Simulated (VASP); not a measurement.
Bi:

```
Bi
1.0
     2.26750    1.30914    3.93800
    -2.26750    1.30914    3.93800
     0.00000   -2.61828    3.93800
Bi
2
Direct
  0.23400 0.23400 0.23400
  0.76600 0.76600 0.76600
```

```yaml
Program: VASP 6.6.1
Task: relaxation of cell and atoms
Functional: PBE
Dispersion: D3(BJ)
Potentials_or_basis: VASP PAW PBE potentials, release 64 (Bi_d)
Cutoff: 600 eV
k_mesh: 12 × 12 × 12
Occupations: gaussian, width 0.1 eV
Spin: no spin polarisation
```

At the start: pressure 0.1 GPa; volume 35.07 Å³/atom.

How do energy, volume and symmetry change on relaxing?

Over 12 steps the energy falls by 4.1 meV/atom and the volume is 34.56 Å³/atom (-1.4 %); space group R-3m (No. 166, to 0.1 Å) before and after.

Step by step:
| step | energy change (eV) | largest force (eV/Å) | pressure (GPa) | volume (Å³) |
| --- | --- | --- | --- | --- |
| 1 | 0.0000 | 0.2295 | 0.06 | 70.14 |
| 2 | -0.0038 | 0.1224 | -0.25 | 70.28 |
| 3 | -0.0050 | 0.0214 | -0.56 | 70.42 |
| 4 | -0.0072 | 0.0093 | -0.15 | 69.61 |
| 5 | -0.0074 | 0.0042 | -0.01 | 69.33 |
| 6 | -0.0074 | 0.0030 | 0.02 | 69.26 |
| 7 | -0.0077 | 0.0029 | 0.02 | 69.22 |
| 8 | -0.0080 | 0.0048 | 0.02 | 69.14 |
| 9 | -0.0081 | 0.0049 | 0.03 | 69.09 |
| 10 | -0.0081 | 0.0053 | 0.03 | 69.09 |
| 11 | -0.0081 | 0.0014 | -0.02 | 69.17 |
| 12 | -0.0081 | 0.0025 | -0.01 | 69.13 |

Final structure:
```xyz
2
Lattice="2.2668 1.3087 3.8837 -2.2668 1.3087 3.8837 0.0000 -2.6175 3.8837" Properties=species:S:1:pos:R:3 pbc="T T T"
Bi    0.0000    0.0000    2.7633
Bi    0.0000    0.0000    8.8878
```
